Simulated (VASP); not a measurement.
A run of VASP 6.6.1 is set up as follows.

The input POSCAR:

```
Si3Sn
1.0
    4.0376389099      0.0000000000      0.0000000000
    0.0000000000      4.0376389099      0.0000000000
    0.0000000000      0.0000000000      5.5974318109
Si Sn
3 1
Direct
    0.5000000000      0.0000000000      0.7752463393
    0.5000000000      0.5000000000      0.0000000000
    0.0000000000      0.5000000000      0.2247536607
    0.0000000000      0.0000000000      0.5000000000
```

File INCAR.step1:

```
  PREC = Accurate
  ENCUT = 520
  ISMEAR = 0
  SIGMA = 0.01
  LREAL = F
  LASPH = T
  NELM = 100
  NBANDS = 21
  GGA = PE
  ALGO = Normal
  EDIFF = 1E-4
  LWAVE = T
  LCHARG = F
```

INCAR.step2

```
  PREC = Accurate
  ENCUT = 520
  EDIFF = 1E-6
  ISMEAR = 0
  SIGMA = 0.01
  LREAL = F
  LASPH = T
  NELM = 100
  ALGO = Normal
  ISIF = 2
  LWAVE = F
  LCHARG = F
  METAGGA = R2SCAN
  LMIXTAU = T
  NBANDS = 21
  ISTART = 1
```

Contents of KPOINTS:

```
Automatic mesh
0
Gamma
  6 6 4
```

Potentials or basis: VASP PAW PBE potentials, release 64 (Si, Sn_d).

Run with:

```console
$ cat potpaw_PBE.64/Si/POTCAR potpaw_PBE.64/Sn_d/POTCAR > POTCAR
$ cp INCAR.step1 INCAR
$ mpirun -np 1 vasp_std > vasp.out
$ cp INCAR.step2 INCAR
$ mpirun -np 1 vasp_std > vasp.out
```

(1) Predict the pressure.

(2) Predict the largest force.

(3) Predict the band gap on the k mesh.

Answers

(1) 2.0 GPa.

(2) 0.004 eV/Å.

(3) 0.45 eV, indirect (least direct gap 0.61 eV).

Caveat: the cell differs from its parent crystal (uniaxial z strain -2.6%); the PAW data sets were made with another functional, which shifts forces and pressure a little; spin-orbit coupling is left out, which moves the levels of the heavy elements.
